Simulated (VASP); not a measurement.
Input of a VASP 6.6.1 run:

Contents of INCAR:

```
SYSTEM = BaF2
PREC     = Accurate       ! precision mode
ENCUT    = 600            ! plane-wave cutoff, eV
EDIFF    = 1E-6           ! SCF threshold, eV
ISMEAR   = -1             ! smearing method
SIGMA    = 0.01           ! smearing width, eV
LREAL    = .FALSE.        ! projectors in reciprocal space
LASPH    = .TRUE.         ! aspherical terms in the spheres
NELM     = 120            ! most SCF steps
ALGO     = Normal         ! electronic algorithm
ISIF     = 2              ! what is computed and relaxed
LWAVE    = .FALSE.        ! write WAVECAR
LCHARG   = .FALSE.        ! write CHGCAR
GGA      = PE             ! functional
NBANDS   = 19             ! bands
GGA_COMPAT= .FALSE.
```

File KPOINTS:

```
regular mesh
0
G
  8 8 8
  0 0 0
```

File POSCAR:

```
BaF2
1.0
    0.0000000000      3.1000500000      3.1000500000
    3.1000500000      0.0000000000      3.1000500000
    3.1000500000      3.1000500000      0.0000000000
Ba F
1 2
Direct
    0.0000000000      0.0000000000      0.0000000000
    0.2500000000      0.2500000000      0.2500000000
    0.7500000000      0.7500000000      0.7500000000
```

Potentials or basis: VASP PAW PBE potentials, release 64 (Ba_sv, F).

Launch:

```console
$ cat potpaw_PBE.64/Ba_sv/POTCAR potpaw_PBE.64/F/POTCAR > POTCAR
$ mpirun -np 1 vasp_std > vasp.out
```

Estimate the pressure.

2.3 GPa.

Predict the band gap on the k mesh.

6.76 eV (least direct gap 6.84 eV).

Caveat: spin-orbit coupling is left out, which moves the levels of the heavy elements. A k mesh can miss the band edges.
